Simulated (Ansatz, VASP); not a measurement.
**One calculation of Ni, two programs**

INCAR

```
SYSTEM = Ni
ALGO = Normal
EDIFF = 1E-7
ENCUT = 520
GGA = CA
ISIF = 2
ISMEAR = -1
ISPIN = 2
LASPH = .True.
LCHARG = .False.
LMAXMIX = 4
LORBIT = 11
LREAL = .False.
LWAVE = .False.
MAGMOM = 1.5 1.5
NBANDS = 21
NELM = 150
PREC = Accurate
SIGMA = 0.08
```

File KPOINTS:

```
k-points
0
Gamma
  15 15 8
  0 0 0
```

File POSCAR:

```
Ni
1.0
    2.4232937031      0.0000000000      0.0000000000
   -1.2116468515      2.0986339077      0.0000000000
    0.0000000000      0.0000000000      4.0316652867
Ni
2
Direct
    0.3333333333      0.6666666667      0.2500000000
    0.6666666667      0.3333333333      0.7500000000
```

Input for Ansatz:

```yaml
crystal:
  lattice:
    - [2.4232937031, 0.0, 0.0]
    - [-1.2116468515, 2.0986339077, 0.0]
    - [0.0, 0.0, 4.0316652867]
  atoms:
    - { symbol: Ni, position: [0.3333333333, 0.6666666667, 0.25], spin: 1.5 }
    - { symbol: Ni, position: [0.6666666667, 0.3333333333, 0.75], spin: 1.5 }
magnetization:
  spin_polarized: true
kpoints:
  mp_grid: { grid: [15, 15, 8] }
scf:
  occupations: { method: fermi_dirac, width: 0.08 }
hamiltonian:
  xc: lda
  pseudopotentials: { kind: all_electron, lapw: { basis_error: 0.001 } }
output:
  forces: true
  stress: true
  eigenvalues: true
```

Change from the starting cell: volume scaled by 0.97.

Alike in both runs: task single point; functional LDA; k mesh 15 × 15 × 8; occupations fermi-dirac, width 0.08 eV; collinear spin.

|  | VASP | Ansatz |
| --- | --- | --- |
| version | VASP 6.6.1 | Ansatz 0.2.0 |
| potentials or method | VASP PAW LDA potentials, release 64 (Ni), cutoff 520 eV | all-electron LAPW, scalar-relativistic |

```tsv
	VASP	Ansatz	Ansatz less VASP
pressure (GPa)	-4.3	-4.2	+0.03
traceless stress, the component that is largest in VASP (GPa)	-2.61	-2.57	+0.038
net moment per atom (μB)	0.60	0.62	+0.023
size of the moment on the site where the two differ most (μB)	0.60	0.64	+0.040
```

LDA's correlation is that of Perdew and Zunger in VASP and of Perdew and Wang (1992) in Ansatz. Site moments also hang on the region over which each program counts them. Ansatz ran all-electron here, and VASP with PAW potentials.
